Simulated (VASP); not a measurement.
Wanted: the native input for a VASP 6.6.1 run.

```
Task                   : single point
Functional             : PBE
Potentials or basis    : VASP PAW PBE potentials, release 64 (Al, Ni)
Cutoff                 : 520 eV
k mesh                 : 20 × 20 × 20
Occupations            : gaussian, width 0.15 eV
Spin                   : no spin polarisation
Dipole correction      : no
Further INCAR settings : ALGO = Fast; EDIFF = 1e-06; NBANDS = 14
```

The structure of AlNi lies in POSCAR:

```
AlNi
1.0
    2.0734519541     -2.0734519541      0.0000000000
    2.0734519541      2.0734519541      0.0000000000
    0.0000000000      0.0000000000      2.9011416498
Al Ni
1 1
Direct
    0.0000000000      0.0000000000      0.0000000000
    0.5000000000      0.5000000000      0.5000000000
```

This cell differs from its parent crystal: strain +0.0150 x Voigt [1, 1, 0, 0, 0, 0].

These files were run (other wordings do the same):

INCAR

```
SYSTEM = AlNi
PREC = Accurate
ENCUT = 520
EDIFF = 1E-6
ISMEAR = 0
SIGMA = 0.15
LREAL = .FALSE.
LASPH = .TRUE.
NELM = 60
ALGO = Fast
ISIF = 2
LWAVE = .FALSE.
LCHARG = .FALSE.
GGA = PE
NBANDS = 14
```

KPOINTS

```
regular mesh
0
G
  20 20 20
  0 0 0
```

Potentials or basis: VASP PAW PBE potentials, release 64 (Al, Ni).

Launch:

```sh
$ cat potpaw_PBE.64/Al/POTCAR potpaw_PBE.64/Ni/POTCAR > POTCAR
$ mpirun -np 1 vasp_std > vasp.out
```

Results of the run:

```yaml
Pressure: -4.6 GPa
```

Caveat: the cell differs from its parent crystal (strain +0.0150 x Voigt [1, 1, 0, 0, 0, 0]).

Wall time 110 s on 1 thread of Intel(R) Xeon(R) Platinum 8488C (Sapphire Rapids), with other jobs on the host, peak memory 0.36 GiB.
